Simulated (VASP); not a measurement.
Wanted: the native input for a VASP 6.6.1 run.

```yaml
Task: single point
Functional: PBE
Potentials_or_basis: VASP PAW PBE potentials, release 64 (O, H, N)
Cutoff: 520 eV
k_mesh: 1 × 1 × 1
Occupations: fermi-dirac, width 0.05 eV
Spin: no spin polarisation
Dipole_correction: no
Further_INCAR_settings: LREAL = Auto; ALGO = Normal; EDIFF = 1e-06; NBANDS = 34
```

The structure of H11NO4 lies in POSCAR:

```
H11NO4
1.0
    5.4175020000      0.0000000000      0.0000000000
    0.0000000000      5.4175020000      0.0000000000
    0.0000000000      0.0000000000      5.4175020000
O H N
4 11 1
Direct
    0.3883155004      0.3205721013      0.1454544918
    0.6176093705      0.5578955024      0.4885277384
    0.9123946793      0.5373878957      0.9990582375
    1.0374523166      0.9403780562      0.2262481860
    0.3072633845      0.4358097145      0.0272450292
    0.2840054328      0.1890908393      0.1236547767
    0.7255927178      0.6466448928      0.3911212216
    0.4987723124      0.5301151712      0.3490723215
    0.9717578323      0.7157357764      1.0403687899
    0.8223162631      0.5471525437      0.8421962742
    0.9346743204      1.0828606985      0.1923211104
    1.1731606190      0.9991320723      0.4045591492
    0.2805536574      0.9118040012      0.7679738743
    0.4994552840      0.9431468599      0.5918964128
    0.3904013326      1.2029160303      0.6615410571
    0.3352098439      1.0152649690      0.6186430573
```

The input as run:

INCAR

```
SYSTEM = H11NO4
  ALGO = Normal
  EDIFF = 1E-6
  ENCUT = 520
  GGA = PE
  ISIF = 2
  ISMEAR = -1
  LASPH = .True.
  LCHARG = .False.
  LREAL = Auto
  LWAVE = .False.
  NBANDS = 34
  NELM = 100
  PREC = Accurate
  SIGMA = 0.05
```

KPOINTS

```
k-points
0
Gamma
  1 1 1
  0 0 0
```

Potentials or basis: VASP PAW PBE potentials, release 64 (O, H, N).

Launch:

```bash
$ cat potpaw_PBE.64/O/POTCAR potpaw_PBE.64/H/POTCAR potpaw_PBE.64/N/POTCAR > POTCAR
$ mpirun -np 1 vasp_gam > vasp.out
```

It gave:

```
Pressure               : 0.8 GPa
Largest force          : 4.004 eV/Å
Band gap on the k mesh : 4.24 eV
```

Caveat: the k points lie up to 1.16 Å⁻¹ apart.

Run time: 22 s on 1 thread of Intel Xeon 6975P-C (shared host), peak memory 0.23 GiB.
